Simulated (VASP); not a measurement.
# Zr3O (I4/mmm) in VASP: single point with r2SCAN

Aim: the single point of Zr3O with r2SCAN.

Everything below comes from runs of VASP 6.6.1. Logs are shortened: lines on timing, memory, paths and dates and some standing lists are left out, and cuts for length are marked.

### Step 1. The cell of the first run

The structure is tetragonal, space group I4/mmm (No. 139). The conventional cell has a = 4.012 Å, b = 4.012 Å, c = 8.962 Å, α = 90.00°, β = 90.00°, γ = 90.00°. Zr (site symmetry 4/mmm) has 4 O at 2.84 Å and 8 Zr at 3.01 Å within 3.7 Å. Zr (site symmetry -4m2) has 8 Zr at 2.84 to 3.01 Å and 4 O at 3.01 Å within 3.7 Å. O (site symmetry 4/mmm) has 12 Zr at 2.84 to 3.01 Å within 3.7 Å.

### Step 2. Single point, r2SCAN

Contents of POSCAR:

```
Zr3O
1.0
   -2.0061351832      2.0061351832      4.4812370326
    2.0061351832     -2.0061351832      4.4812370326
    2.0061351832      2.0061351832     -4.4812370326
Zr O
3 1
Direct
    0.5000000000      0.5000000000      0.0000000000
    0.2500000000      0.7500000000      0.5000000000
    0.7500000000      0.2500000000      0.5000000000
    0.0000000000      0.0000000000      0.0000000000
```

Contents of INCAR.step1:

```
SYSTEM = Zr3O
ALGO = Normal ; EDIFF = 1E-4
ENCUT = 520 ; GGA = PE
ISMEAR = 0 ; LASPH = .TRUE.
LCHARG = .FALSE. ; LREAL = .FALSE.
LWAVE = .TRUE. ; NBANDS = 29
NELM = 100 ; PREC = Accurate
SIGMA = 0.1
```

Contents of INCAR.step2:

```
SYSTEM = Zr3O
ALGO = Normal ; EDIFF = 1E-6
ENCUT = 520 ; ISIF = 2
ISMEAR = 0 ; ISTART = 1
LASPH = .TRUE. ; LCHARG = .TRUE.
LELF = .TRUE. ; LMIXTAU = .TRUE.
LREAL = .FALSE. ; LVHAR = .TRUE.
LWAVE = .FALSE. ; METAGGA = R2SCAN
NBANDS = 29 ; NELM = 100
PREC = Accurate ; SIGMA = 0.1
```

Contents of KPOINTS:

```
k-points
0
G
  6 6 6
  0 0 0
```

Potentials or basis: VASP PAW PBE potentials, release 64 (Zr_sv, O).

On the command line:

```bash
> cat potpaw_PBE.64/Zr_sv/POTCAR potpaw_PBE.64/O/POTCAR > POTCAR
> cp INCAR.step1 INCAR
> mpirun -np 1 vasp_std > vasp.out
> cp INCAR.step2 INCAR
> mpirun -np 1 vasp_std > vasp.out
```

OUTCAR:

```text
SYSTEM = Zr3O
   EDIFF = 1E-6
   ENCUT = 520
   ISIF = 2
   ISMEAR = 0
   ISTART = 1
   LASPH = .TRUE.
   LREAL = .FALSE.
   METAGGA = R2SCAN
   NELM = 100
   PREC = Accurate

 ion  position               nearest neighbor table
   1  0.500  0.500  0.000-   4 2.84   4 2.84   4 2.84   4 2.84   3 3.01   2 3.01   3 3.01   2 3.01
                             2 3.01   2 3.01   3 3.01   3 3.01
   2  0.250  0.750  0.500-   3 2.84   3 2.84   3 2.84   3 2.84   1 3.01   1 3.01   1 3.01   1 3.01

   3  0.750  0.250  0.500-   2 2.84   2 2.84   2 2.84   2 2.84   1 3.01   1 3.01   1 3.01   1 3.01

   4  0.000  0.000  0.000-   1 2.84   1 2.84   1 2.84   1 2.84

  LATTYP: Found a body centered tetragonal cell.
 ALAT       =     4.0122703664
 C/A-ratio  =     2.2337662338

  Lattice vectors:

 A1 = (  -2.0061351832,   2.0061351832,   4.4812370326)
 A2 = (   2.0061351832,  -2.0061351832,   4.4812370326)
 A3 = (   2.0061351832,   2.0061351832,  -4.4812370326)

Analysis of symmetry for initial positions (statically):
=====================================================================
 Subroutine PRICEL returns:
 Original cell was already a primitive cell.

 Routine SETGRP: Setting up the symmetry group for a
 body centered tetragonal supercell.

 Subroutine GETGRP returns: Found 16 space group operations
 (whereof 16 operations were pure point group operations)
 out of a pool of 16 trial point group operations.

The static configuration has the point symmetry D_4h.

Analysis of symmetry for dynamics (positions and initial velocities):
=====================================================================
 Subroutine PRICEL returns:
 Original cell was already a primitive cell.

 Routine SETGRP: Setting up the symmetry group for a
 body centered tetragonal supercell.

 Subroutine GETGRP returns: Found 16 space group operations
 (whereof 16 operations were pure point group operations)
 out of a pool of 16 trial point group operations.

The dynamic configuration has the point symmetry D_4h.

 Subroutine INISYM returns: Found 16 space group operations
 (whereof 16 operations are pure point group operations),
 and found     1 'primitive' translations

----------------------------------------------------------------------------------------

                                     Primitive cell

  volume of cell :      72.1404

  direct lattice vectors                    reciprocal lattice vectors
    -2.006135183  2.006135183  4.481237033     0.000000000  0.249235447  0.111576334
     2.006135183 -2.006135183  4.481237033     0.249235447  0.000000000  0.111576334
     2.006135183  2.006135183 -4.481237033     0.249235447  0.249235447  0.000000000

  length of vectors
     5.303832773  5.303832773  5.303832773     0.273070662  0.273070662  0.352472150

  position of ions in fractional coordinates (direct lattice)
     0.500000000  0.500000000  0.000000000
     0.250000000  0.750000000  0.500000000
     0.750000000  0.250000000  0.500000000
     0.000000000  0.000000000  0.000000000

  ion indices of the primitive-cell ions
   primitive index   ion index
                 1           1
                 2           2
                 3           3
                 4           4

----------------------------------------------------------------------------------------

 KPOINTS: k-points

Automatic generation of k-mesh.
 Grid dimensions read from file:
 generate k-points for:    6    6    6

 Generating k-lattice:

  Cartesian coordinates                     Fractional coordinates (reciprocal lattice)
     0.000000000  0.041539241  0.018596056     0.166666667  0.000000000  0.000000000
     0.041539241  0.000000000  0.018596056     0.000000000  0.166666667  0.000000000
     0.041539241  0.041539241  0.000000000     0.000000000  0.000000000  0.166666667

  Length of vectors
     0.045511777  0.045511777  0.058745358

  Shift w.r.t. Gamma in fractional coordinates (k-lattice)
     0.000000000  0.000000000  0.000000000

 Subroutine IBZKPT returns following result:
 ===========================================

 Found     30 irreducible k-points:

 Following reciprocal coordinates:
            Coordinates               Weight
  0.000000  0.000000  0.000000      1.000000
  0.166667  0.000000  0.000000      8.000000
  0.333333 -0.000000  0.000000      8.000000
  0.500000 -0.000000  0.000000      4.000000
  0.166667  0.166667  0.000000      8.000000
  0.333333  0.166667  0.000000     16.000000
[... 16 lines left out ...]
 -0.333333 -0.333333  0.166667      8.000000
 -0.166667 -0.333333  0.166667      8.000000
 [... further k-points ...]
   k-points           NKPTS =     30   k-points in BZ     NKDIM =     30   number of bands    NBANDS=     29
   number of dos      NEDOS =    301   number of ions     NIONS =      4
   total plane-waves  NPLWV =  64000
   dimension x,y,z NGX =    40 NGY =   40 NGZ =   40
   dimension x,y,z NGXF=    80 NGYF=   80 NGZF=   80
   ions per type =               3   1
   NGX,Y,Z   is equivalent  to a cutoff of  12.54, 12.54, 12.54 a.u.
   NGXF,Y,Z  is equivalent  to a cutoff of  25.08, 25.08, 25.08 a.u.
 SYSTEM =  Zr3O
   PREC   = accura    normal or accurate (medium, high low for compatibility)
   ISTART =      1    job   : 0-new  1-cont  2-samecut
   ICHARG =      0    charge: 1-file 2-atom 10-const
   ISPIN  =      1    spin polarized calculation?
   LNONCOLLINEAR =      F non collinear calculations
   LSORBIT =      F    spin-orbit coupling
   LASPH  =      T    aspherical Exc in radial PAW
   ENCUT  =  520.0 eV  38.22 Ry    6.18 a.u.   9.86  9.86  9.86*2*pi/ulx,y,z
   NELM   =    100;   NELMIN=  2; NELMDL=  0     # of ELM steps
   EDIFF  = 0.1E-05   stopping-criterion for ELM
   LREAL  =      F    real-space projection
[... 7 lines left out ...]
   TEBEG  =    0.0;   TEEND  =   0.0 temperature during run
   PSTRESS=    0.0 pullay stress
   NELECT =      42.0000    total number of electrons
   NUPDOWN=      -1.0000    fix difference up-down
   EMIN   =  10.00;   EMAX   =-10.00  energy-range for DOS
   EFERMI =   0.00;   METHOD = LEGACY
   ISMEAR =     0;   SIGMA  =   0.10  broadening in eV -4-tet -1-fermi 0-gaus
   EFERMI_NEDOS =   21; number of points for ismear=-14 and -15
   IALGO  =     38    algorithm
   IMIX   =      4    mixing-type and parameters
     AMIX     =   0.40;   BMIX     =  1.00
     AMIX_MAG =   1.60;   BMIX_MAG =  1.00
  volume/ion in A,a.u.               =      18.04       121.71
  Fermi-wavevector in a.u.,A,eV,Ry     =   1.366989  2.583235 25.424665  1.868660
  Thomas-Fermi vector in A             =   2.493082
   LORBIT       =      0    0 simple, 1 ext, 2 COOP (PROOUT), +10 PAW based schemes
   METAGGA = R2SCAN    functional components
   LHFCALC =     F    Hartree Fock is set to
   AEXX    =    0.0000 exact exchange contribution
   IVDW    =     0    specifies the selected vdW correction
   LEPSILON=     F    determine dielectric tensor
   LRPA    =     F    only Hartree local field effects (RPA)
 non-spin polarized calculation
 Gauss-broadening in eV      SIGMA  =   0.10
  energy-cutoff  :      520.00
  volume of cell :       72.14
 maximum number of plane-waves:      1977
   NGX = 19   NGY = 19   NGZ = 19

 number of electron      41.9999998 magnetization

 Free energy of the ion-electron system (eV)
  ---------------------------------------------------
  ext. energy  EPLUGINS =         0.00000000
  ---------------------------------------------------
  free energy    TOTEN  =       -73.70825708 eV

  energy without entropy =      -73.68670969  energy(sigma->0) =      -73.69748339

 E-fermi :   9.3756     XC(G=0): -12.1621

 val. band max:        9.3753589625   @ k =   0.1667   0.1667   0.0000
 cond. band min:       9.4164723308   @ k =  -0.1667   0.3333   0.1667
 fundamental gap:      0.0411133683
 Fermi energy:         9.3755602707

 k-point     1 :       0.0000    0.0000    0.0000
  band No.  band energies     occupation
      1     -41.1010      2.00000
      2     -40.7956      2.00000
      3     -40.5339      2.00000
      4     -19.0273      2.00000
      5     -18.8028      2.00000
      6     -18.8028      2.00000
[... 21 lines left out ...]
     28      12.6371      0.00000
     29      14.2039      0.00000

 k-point     2 :       0.1667    0.0000    0.0000
  band No.  band energies     occupation
      1     -41.0754      2.00000
      2     -40.7947      2.00000
      3     -40.5607      2.00000
      4     -19.0032      2.00000
      5     -18.7497      2.00000
      6     -18.7446      2.00000
[... 21 lines left out ...]
     28      12.9999      0.00000
     29      13.5140      0.00000

 k-point     3 :       0.3333   -0.0000    0.0000
  band No.  band energies     occupation
      1     -41.0186      2.00000
      2     -40.7801      2.00000
      3     -40.6326      2.00000
      4     -18.9002      2.00000
      5     -18.7551      2.00000
      6     -18.6540      2.00000
[... 21 lines left out ...]
     28      12.9232      0.00000
     29      13.2767      0.00000

 k-point     4 :       0.5000   -0.0000    0.0000
  band No.  band energies     occupation
      1     -40.9875      2.00000
      2     -40.7341      2.00000
      3     -40.7099      2.00000
      4     -18.8876      2.00000
      5     -18.6419      2.00000
      6     -18.6204      2.00000
[... 21 lines left out ...]
     28      12.2539      0.00000
     29      12.8683      0.00000

 k-point     5 :       0.1667    0.1667    0.0000
  band No.  band energies     occupation
      1     -41.0451      2.00000
      2     -40.8019      2.00000
      3     -40.5837      2.00000
      4     -19.0180      2.00000
      5     -18.8325      2.00000
      6     -18.6894      2.00000
[... 21 lines left out ...]
     28      13.1300      0.00000
     29      13.3290      0.00000
[... 510 lines left out ...]
     28      12.8493      0.00000
     29      13.2514      0.00000

 k-point    22 :      -0.1667    0.5000    0.1667
  band No.  band energies     occupation
      1     -40.9893      2.00000
      2     -40.8125      2.00000
      3     -40.6306      2.00000
      4     -18.8631      2.00000
      5     -18.7429      2.00000
      6     -18.7000      2.00000
[... 21 lines left out ...]
     28      13.0510      0.00000
     29      13.5491      0.00000

 k-point    23 :      -0.3333   -0.3333    0.1667
  band No.  band energies     occupation
      1     -41.0022      2.00000
      2     -40.8462      2.00000
      3     -40.5840      2.00000
      4     -19.0078      2.00000
      5     -18.7793      2.00000
      6     -18.7395      2.00000
[... 21 lines left out ...]
     28      13.5948      0.00000
     29      13.6518      0.00000

 k-point    24 :      -0.1667   -0.3333    0.1667
  band No.  band energies     occupation
      1     -41.0407      2.00000
      2     -40.8311      2.00000
      3     -40.5608      2.00000
      4     -18.8788      2.00000
      5     -18.8566      2.00000
      6     -18.8503      2.00000
[... 21 lines left out ...]
     28      13.1282      0.00000
     29      14.2063      0.00000

 [... further k-points ...]

------------------------ aborting loop because EDIFF is reached ----------------------------------------

  FORCE on cell =-STRESS in cart. coord.  units (eV):
  Direction    XX          YY          ZZ          XY          YZ          ZX
  --------------------------------------------------------------------------------------
  -------------------------------------------------------------------------------------
  Total        0.4605401      0.4605401      2.6448228      0.0000000      0.0000000      0.0000000
  in kB       10.2282118     10.2282118     58.7393145      0.0000000      0.0000000      0.0000000
  external PRESSURE =      26.3985794 kB  Pullay stress =       0.0000000 kB

 VOLUME and BASIS-vectors are now :
 -----------------------------------------------------------------------------
  energy-cutoff  :      520.00
  volume of cell :       72.14
      direct lattice vectors                 reciprocal lattice vectors
    -2.006135183  2.006135183  4.481237033     0.000000000  0.249235447  0.111576334
     2.006135183 -2.006135183  4.481237033     0.249235447  0.000000000  0.111576334
     2.006135183  2.006135183 -4.481237033     0.249235447  0.249235447  0.000000000

 POSITION                                       TOTAL-FORCE (eV/Angst)
 -----------------------------------------------------------------------------------
      0.00000      0.00000      4.48124        -0.000000      0.000000     -0.000000
      2.00614     -0.00000      2.24062        -0.000000      0.000000      0.000000
     -0.00000      2.00614      2.24062         0.000000     -0.000000      0.000000
      0.00000      0.00000      0.00000        -0.000000      0.000000     -0.000000
 -----------------------------------------------------------------------------------
    total drift:                               -0.000000     -0.000000      0.000000

  FREE ENERGIE OF THE ION-ELECTRON SYSTEM (eV)
  ---------------------------------------------------
  free  energy   TOTEN  =       -73.7082570836 eV

  energy  without entropy=      -73.6867096881  energy(sigma->0) =      -73.69748339
```

It took 3.1 min on 1 thread of Intel Xeon 6975P-C (Granite Rapids), shared host; peak memory 0.27 GiB.

What came out:

- Free energy: -73.7083 eV
- Pressure: 2.6 GPa
- Band gap on the k mesh: zero (bands 21 and 22 overlap by 2.40 eV)

Stress tensor (GPa, compression positive):
```
1.02 0.00 0.00
0.00 1.02 0.00
0.00 0.00 5.87
```

Levels at points of the mesh, in eV from the Fermi level:
```csv
k point,band 19,band 20,band 21,band 22,band 23,band 24
"(0.00, 0.00, 0.00)",-1.95,-1.92,-0.38,0.46,0.46,0.74
"(0.50, 0.00, 0.00)",-0.70,-0.02,0.60,0.84,1.05,1.17
"(0.50, 0.50, 0.00)",-1.00,-0.09,0.22,0.33,0.80,1.98
"(0.50, 0.50, 0.50)",-2.04,-1.96,-1.92,-1.80,-0.07,2.06
```

Caveat: the PAW data sets were made with another functional, which shifts forces and pressure a little.

The gap in the log of VASP goes by the Fermi energy; the results here count the filled bands.